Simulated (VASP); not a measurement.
# Mg2CdS3 (P-3m1) in VASP: notebook

The runs below take Mg2CdS3 through single point, relaxation of cell and atoms, with PBE.

Program: VASP 6.6.1. These are calculated values, not measurements. Logs are shortened: lines on timing, memory, paths and dates and some standing lists are left out, and cuts for length are marked.

## 1. The cell of the first run

It takes space group P-3m1 (No. 164, trigonal). The conventional cell has a = 3.769 Å, b = 3.769 Å, c = 9.227 Å, α = 90.00°, β = 90.00°, γ = 120.00°. Mg (site symmetry 3m) has 6 S at 2.63 to 2.64 Å within 3.5 Å. Cd (site symmetry -3m) has 6 S at 2.73 Å within 3.6 Å. S (site symmetry -3m) has 6 Mg at 2.64 Å within 3.5 Å. S (site symmetry 3m) has 3 Mg at 2.63 Å and 3 Cd at 2.73 Å within 3.5 Å.

## 2. Single point, PBE

INCAR reads:

```
SYSTEM = Mg2CdS3
PREC = Accurate ; ENCUT = 520
EDIFF = 1E-7 ; ISMEAR = 0
SIGMA = 0.1 ; LREAL = .FALSE.
LASPH = .TRUE. ; NELM = 100
ALGO = Normal ; ISIF = 2
LWAVE = .FALSE. ; LCHARG = .FALSE.
GGA = PE ; NBANDS = 26
```

KPOINTS reads:

```
Automatic mesh
0
G
  6 6 2
  0 0 0
```

POSCAR reads:

```
Mg2CdS3
1.0
    3.7690887102      0.0000000000      0.0000000000
   -1.8845443551      3.2641265721      0.0000000000
    0.0000000000      0.0000000000      9.2267705402
Mg Cd S
2 1 3
Direct
    0.3333333333      0.6666666667      0.6618837324
    0.6666666667      0.3333333333      0.3381162676
    0.0000000000      0.0000000000      0.0000000000
    0.0000000000      0.0000000000      0.5000000000
    0.3333333333      0.6666666667      0.1783877715
    0.6666666667      0.3333333333      0.8216122285
```

Potentials or basis: VASP PAW PBE potentials, release 64 (Mg, Cd, S).

The run is started by

```sh
$ cat potpaw_PBE.64/Mg/POTCAR potpaw_PBE.64/Cd/POTCAR potpaw_PBE.64/S/POTCAR > POTCAR
$ mpirun -np 1 vasp_std > vasp.out
```

OUTCAR:

```text
SYSTEM = Mg2CdS3
   PREC = Accurate
   ENCUT = 520
   EDIFF = 1E-7
   ISMEAR = 0
   LREAL = .FALSE.
   LASPH = .TRUE.
   NELM = 100
   ISIF = 2
   GGA = PE

 ion  position               nearest neighbor table
   1  0.333  0.667  0.662-   6 2.63   6 2.63   6 2.63   4 2.64   4 2.64   4 2.64
   2  0.667  0.333  0.338-   5 2.63   5 2.63   5 2.63   4 2.64   4 2.64   4 2.64
   3  0.000  0.000  0.000-   5 2.73   6 2.73   5 2.73   6 2.73   6 2.73   5 2.73
   4  0.000  0.000  0.500-   1 2.64   2 2.64   1 2.64   2 2.64   2 2.64   1 2.64
   5  0.333  0.667  0.178-   2 2.63   2 2.63   2 2.63   3 2.73   3 2.73   3 2.73
   6  0.667  0.333  0.822-   1 2.63   1 2.63   1 2.63   3 2.73   3 2.73   3 2.73

  LATTYP: Found a hexagonal cell.
 ALAT       =     3.7690887102
 C/A-ratio  =     2.4480109782

  Lattice vectors:

 A1 = (   3.7690887102,   0.0000000000,   0.0000000000)
 A2 = (  -1.8845443551,   3.2641265721,   0.0000000000)
 A3 = (   0.0000000000,   0.0000000000,   9.2267705402)

Analysis of symmetry for initial positions (statically):
=====================================================================
 Subroutine PRICEL returns:
 Original cell was already a primitive cell.

 Routine SETGRP: Setting up the symmetry group for a
 hexagonal supercell.

 Subroutine GETGRP returns: Found 12 space group operations
 (whereof 12 operations were pure point group operations)
 out of a pool of 24 trial point group operations.

The static configuration has the point symmetry D_3d.

Analysis of symmetry for dynamics (positions and initial velocities):
=====================================================================
 Subroutine PRICEL returns:
 Original cell was already a primitive cell.

 Routine SETGRP: Setting up the symmetry group for a
 hexagonal supercell.

 Subroutine GETGRP returns: Found 12 space group operations
 (whereof 12 operations were pure point group operations)
 out of a pool of 24 trial point group operations.

The dynamic configuration has the point symmetry D_3d.

 Subroutine INISYM returns: Found 12 space group operations
 (whereof 12 operations are pure point group operations),
 and found     1 'primitive' translations

----------------------------------------------------------------------------------------

                                     Primitive cell

  volume of cell :     113.5150

  direct lattice vectors                    reciprocal lattice vectors
     3.769088710  0.000000000  0.000000000     0.265316122  0.153180334  0.000000000
    -1.884544355  3.264126572  0.000000000     0.000000000  0.306360669  0.000000000
     0.000000000  0.000000000  9.226770540     0.000000000  0.000000000  0.108380283

  length of vectors
     3.769088710  3.769088710  9.226770540     0.306360669  0.306360669  0.108380283

  position of ions in fractional coordinates (direct lattice)
     0.333333333  0.666666667  0.661883732
     0.666666667  0.333333333  0.338116268
     0.000000000  0.000000000  0.000000000
     0.000000000  0.000000000  0.500000000
     0.333333333  0.666666667  0.178387771
     0.666666667  0.333333333  0.821612229

  ion indices of the primitive-cell ions
   primitive index   ion index
                 1           1
                 2           2
                 3           3
                 4           4
                 5           5
                 6           6

----------------------------------------------------------------------------------------

 KPOINTS: Automatic mesh

Automatic generation of k-mesh.
 Grid dimensions read from file:
 generate k-points for:    6    6    2

 Generating k-lattice:

  Cartesian coordinates                     Fractional coordinates (reciprocal lattice)
     0.044219354  0.025530056  0.000000000     0.166666667  0.000000000  0.000000000
     0.000000000  0.051060111  0.000000000     0.000000000  0.166666667  0.000000000
     0.000000000  0.000000000  0.054190141     0.000000000  0.000000000  0.500000000

  Length of vectors
     0.051060111  0.051060111  0.054190141

  Shift w.r.t. Gamma in fractional coordinates (k-lattice)
     0.000000000  0.000000000  0.000000000

 Subroutine IBZKPT returns following result:
 ===========================================

 Found     14 irreducible k-points:

 Following reciprocal coordinates:
            Coordinates               Weight
  0.000000  0.000000  0.000000      1.000000
  0.166667 -0.000000  0.000000      6.000000
  0.333333  0.000000  0.000000      6.000000
  0.500000  0.000000  0.000000      3.000000
  0.166667  0.166667  0.000000      6.000000
  0.333333  0.166667  0.000000     12.000000
  0.333333  0.333333  0.000000      2.000000
  0.000000  0.000000  0.500000      1.000000
  0.166667 -0.000000  0.500000      6.000000
  0.333333  0.000000  0.500000      6.000000
  0.500000  0.000000  0.500000      3.000000
  0.166667  0.166667  0.500000      6.000000
  0.333333  0.166667  0.500000     12.000000
  0.333333  0.333333  0.500000      2.000000
   k-points           NKPTS =     14   k-points in BZ     NKDIM =     14   number of bands    NBANDS=     26
   number of dos      NEDOS =    301   number of ions     NIONS =      6
   total plane-waves  NPLWV =  54880
   dimension x,y,z NGX =    28 NGY =   28 NGZ =   70
   dimension x,y,z NGXF=    56 NGYF=   56 NGZF=  140
   ions per type =               2   1   3
   NGX,Y,Z   is equivalent  to a cutoff of  12.35, 12.35, 12.61 a.u.
   NGXF,Y,Z  is equivalent  to a cutoff of  24.70, 24.70, 25.22 a.u.
 SYSTEM =  Mg2CdS3
   PREC   = accura    normal or accurate (medium, high low for compatibility)
   ISTART =      0    job   : 0-new  1-cont  2-samecut
   ICHARG =      2    charge: 1-file 2-atom 10-const
   ISPIN  =      1    spin polarized calculation?
   LNONCOLLINEAR =      F non collinear calculations
   LSORBIT =      F    spin-orbit coupling
   LASPH  =      T    aspherical Exc in radial PAW
   ENCUT  =  520.0 eV  38.22 Ry    6.18 a.u.   7.01  7.01 17.16*2*pi/ulx,y,z
   NELM   =    100;   NELMIN=  2; NELMDL= -5     # of ELM steps
   EDIFF  = 0.1E-06   stopping-criterion for ELM
   LREAL  =      F    real-space projection
   EDIFFG = 0.1E-05   stopping-criterion for IOM
   NSW    =      0    number of steps for IOM
   IBRION =     -1    ionic relax: 0-MD 1-quasi-New 2-CG
   NFREE  =      0    steps in history (QN), initial steepest desc. (CG)
   ISIF   =      2    stress and relaxation
   ISYM   =      2    0-nonsym 1-usesym 2-fastsym
   POTIM  = 0.5000    time-step for ionic-motion
   TEBEG  =    0.0;   TEEND  =   0.0 temperature during run
   PSTRESS=    0.0 pullay stress
   NELECT =      34.0000    total number of electrons
   NUPDOWN=      -1.0000    fix difference up-down
   EMIN   =  10.00;   EMAX   =-10.00  energy-range for DOS
   EFERMI =   0.00;   METHOD = LEGACY
   ISMEAR =     0;   SIGMA  =   0.10  broadening in eV -4-tet -1-fermi 0-gaus
   EFERMI_NEDOS =   21; number of points for ismear=-14 and -15
   IALGO  =     38    algorithm
   IMIX   =      4    mixing-type and parameters
     AMIX     =   0.40;   BMIX     =  1.00
     AMIX_MAG =   1.60;   BMIX_MAG =  1.00
  volume/ion in A,a.u.               =      18.92       127.67
  Fermi-wavevector in a.u.,A,eV,Ry     =   1.095343  2.069898 16.323946  1.199776
  Thomas-Fermi vector in A             =   2.231665
   LORBIT       =      0    0 simple, 1 ext, 2 COOP (PROOUT), +10 PAW based schemes
   GGA     = PE    functional components
   LHFCALC =     F    Hartree Fock is set to
   AEXX    =    0.0000 exact exchange contribution
   IVDW    =     0    specifies the selected vdW correction
   LEPSILON=     F    determine dielectric tensor
   LRPA    =     F    only Hartree local field effects (RPA)
 non-spin polarized calculation
 Gauss-broadening in eV      SIGMA  =   0.10
  energy-cutoff  :      520.00
  volume of cell :      113.51
 maximum number of plane-waves:      3077
 NGX is ok and might be reduce to    28
   NGX = 13   NGY = 13   NGZ = 35

 number of electron      34.0000012 magnetization

 Free energy of the ion-electron system (eV)
  ---------------------------------------------------
  ext. energy  EPLUGINS =         0.00000000
  ---------------------------------------------------
  free energy    TOTEN  =       -22.77775501 eV

  energy without entropy =      -22.77775501  energy(sigma->0) =      -22.77775501

 E-fermi :   3.7566     XC(G=0):  -9.8672

 val. band max:        3.2682998346   @ k =   0.0000   0.0000   0.5000
 cond. band min:       4.9493730600   @ k =   0.5000   0.0000   0.0000
 fundamental gap:      1.6810732254
 Fermi energy:         3.7565663811

 k-point     1 :       0.0000    0.0000    0.0000
  band No.  band energies     occupation
      1      -9.3336      2.00000
      2      -8.5526      2.00000
      3      -8.4317      2.00000
      4      -4.3023      2.00000
      5      -4.3023      2.00000
      6      -4.2625      2.00000
[... 18 lines left out ...]
     25      10.7565      0.00000
     26      11.5093      0.00000

 k-point     2 :       0.1667   -0.0000    0.0000
  band No.  band energies     occupation
      1      -9.1157      2.00000
      2      -8.4534      2.00000
      3      -8.2851      2.00000
      4      -4.2951      2.00000
      5      -4.2584      2.00000
      6      -4.1912      2.00000
[... 18 lines left out ...]
     25      10.8323      0.00000
     26      11.4213      0.00000

 k-point     3 :       0.3333    0.0000    0.0000
  band No.  band energies     occupation
      1      -8.5856      2.00000
      2      -8.2413      2.00000
      3      -7.9904      2.00000
      4      -4.2819      2.00000
      5      -4.2325      2.00000
      6      -4.1080      2.00000
[... 282 lines left out ...]
 k-point    13 :       0.3333    0.1667    0.5000
  band No.  band energies     occupation
      1      -8.2221      2.00000
      2      -8.1514      2.00000
      3      -7.8668      2.00000
      4      -4.2354      2.00000
      5      -4.2231      2.00000
      6      -4.0868      2.00000
[... 18 lines left out ...]
     25      11.0505      0.00000
     26      11.2997      0.00000

 k-point    14 :       0.3333    0.3333    0.5000
  band No.  band energies     occupation
      1      -8.0465      2.00000
      2      -8.0465      2.00000
      3      -7.8470      2.00000
      4      -4.1543      2.00000
      5      -4.1543      2.00000
      6      -4.0457      2.00000
[... 18 lines left out ...]
     25      11.4287      0.00000
     26      11.4287      0.00000

------------------------ aborting loop because EDIFF is reached ----------------------------------------

  FORCE on cell =-STRESS in cart. coord.  units (eV):
  Direction    XX          YY          ZZ          XY          YZ          ZX
  --------------------------------------------------------------------------------------
  -------------------------------------------------------------------------------------
  Total       -0.1751165     -0.1751165     -0.0524807     -0.0000000      0.0000000      0.0000000
  in kB       -2.4716364     -2.4716364     -0.7407258     -0.0000000      0.0000000      0.0000000
  external PRESSURE =      -1.8946662 kB  Pullay stress =       0.0000000 kB

 VOLUME and BASIS-vectors are now :
 -----------------------------------------------------------------------------
  energy-cutoff  :      520.00
  volume of cell :      113.51
      direct lattice vectors                 reciprocal lattice vectors
     3.769088710  0.000000000  0.000000000     0.265316122  0.153180334  0.000000000
    -1.884544355  3.264126572  0.000000000     0.000000000  0.306360669  0.000000000
     0.000000000  0.000000000  9.226770540     0.000000000  0.000000000  0.108380283

 POSITION                                       TOTAL-FORCE (eV/Angst)
 -----------------------------------------------------------------------------------
     -0.00000      2.17608      6.10705        -0.000000      0.000000      0.000711
      1.88454      1.08804      3.11972        -0.000000     -0.000000     -0.000711
      0.00000      0.00000      0.00000        -0.000000      0.000000     -0.000000
      0.00000      0.00000      4.61339        -0.000000      0.000000     -0.000000
     -0.00000      2.17608      1.64594        -0.000000     -0.000000      0.016910
      1.88454      1.08804      7.58083         0.000000      0.000000     -0.016910
 -----------------------------------------------------------------------------------
    total drift:                               -0.000000      0.000000     -0.000000

  FREE ENERGIE OF THE ION-ELECTRON SYSTEM (eV)
  ---------------------------------------------------
  free  energy   TOTEN  =       -22.7777550119 eV

  energy  without entropy=      -22.7777550119  energy(sigma->0) =      -22.77775501
```

Run time: 24 s. Hardware: 1 thread of Intel Xeon 6975P-C (Granite Rapids), shared host; peak memory 0.23 GiB.

Results:

```yaml
Free_energy: -22.7778 eV
Pressure: -0.2 GPa
Largest_force: 0.017 eV/Å
Band_gap_on_the_k_mesh: 1.68 eV (least direct gap 2.29 eV)
```

Forces on the atoms (eV/Å):
```
Mg   0.000  0.000  0.001
Mg   0.000  0.000 -0.001
Cd   0.000  0.000  0.000
S    0.000  0.000  0.000
S    0.000  0.000  0.017
S    0.000  0.000 -0.017
```

Levels at points of the mesh, in eV from the valence-band top:
| k point | band 15 | band 16 | band 17 | band 18 | band 19 | band 20 |
| --- | --- | --- | --- | --- | --- | --- |
| (0.00, 0.00, 0.00) | -0.25 | -0.10 | -0.10 | 2.43 | 4.33 | 4.42 |
| (0.50, 0.00, 0.00) | -1.15 | -1.01 | -0.61 | 1.68 | 4.39 | 4.66 |
| (0.00, 0.00, 0.50) | -0.44 | 0.00 | 0.00 | 3.53 | 4.09 | 4.24 |
| (0.50, 0.00, 0.50) | -1.52 | -0.34 | -0.29 | 2.42 | 3.33 | 4.10 |

## 3. Single point, PBE

This run uses another cell than the first one, of 21.47 Å³/atom.

INCAR reads:

```
SYSTEM = Mg2CdS3
  PREC = Accurate
  ENCUT = 520
  EDIFF = 1E-6
  ISMEAR = 0
  SIGMA = 0.1
  LREAL = .False.
  LASPH = .True.
  NELM = 100
  ALGO = Normal
  ISIF = 2
  LWAVE = .False.
  LCHARG = .False.
  GGA = PE
  NBANDS = 26
```

KPOINTS reads:

```
regular mesh
0
Gamma
  6 6 2
  0 0 0
```

POSCAR reads:

```
Mg2CdS3
1.0
    3.9305976400      0.0000000000      0.0000000000
   -1.9652988200      3.4039974100      0.0000000000
    0.0000000000      0.0000000000      9.6279585900
Mg Cd S
2 1 3
Direct
    0.3333333300      0.6666666700      0.6666666700
    0.6666666700      0.3333333300      0.3333333300
    0.0000000000      0.0000000000      0.0000000000
    0.0000000000      0.0000000000      0.5000000000
    0.3333333300      0.6666666700      0.1666666700
    0.6666666700      0.3333333300      0.8333333300
```

Potentials or basis: VASP PAW PBE potentials, release 64 (Mg, Cd, S).

The run is started by

```sh
$ cat potpaw_PBE.64/Mg/POTCAR potpaw_PBE.64/Cd/POTCAR potpaw_PBE.64/S/POTCAR > POTCAR
$ mpirun -np 1 vasp_std > vasp.out
```

Wall time 26 s (1 thread of Intel Xeon 6975P-C (Granite Rapids), shared host); peak memory 0.25 GiB.

Results (log left out):

* Free energy: -22.3328 eV
* Pressure: -6.9 GPa
* Largest force: 0.532 eV/Å
* Band gap on the k mesh: 1.54 eV (least direct gap 1.81 eV)

Forces on the atoms (eV/Å):
```
Mg   0.000  0.000 -0.046
Mg   0.000  0.000  0.046
Cd   0.000  0.000  0.000
S    0.000  0.000  0.000
S    0.000  0.000  0.532
S    0.000  0.000 -0.532
```

Stress tensor (GPa, compression positive):
```
-6.88  0.00  0.00
 0.00 -6.88  0.00
 0.00  0.00 -7.03
```

Levels at points of the mesh, in eV from the valence-band top:
| k point | band 13 | band 14 | band 15 | band 16 | band 17 | band 18 | band 19 | band 20 | band 21 | band 22 |
| --- | --- | --- | --- | --- | --- | --- | --- | --- | --- | --- |
| (0.00, 0.00, 0.00) | -0.22 | -0.22 | -0.22 | -0.06 | -0.06 | 1.74 | 3.99 | 4.06 | 6.74 | 6.74 |
| (0.50, 0.00, 0.00) | -1.52 | -1.37 | -0.92 | -0.86 | -0.43 | 1.54 | 4.28 | 4.44 | 5.21 | 5.58 |
| (0.00, 0.00, 0.50) | -0.42 | -0.37 | -0.37 | 0.00 | 0.00 | 2.91 | 3.36 | 4.00 | 6.37 | 6.37 |
| (0.50, 0.00, 0.50) | -1.93 | -1.37 | -1.17 | -0.25 | -0.25 | 2.26 | 3.03 | 3.99 | 5.57 | 6.33 |

Caveat: the cell stands under tension. A k mesh can miss the band edges.

(Part 1 of 2 ends here.)
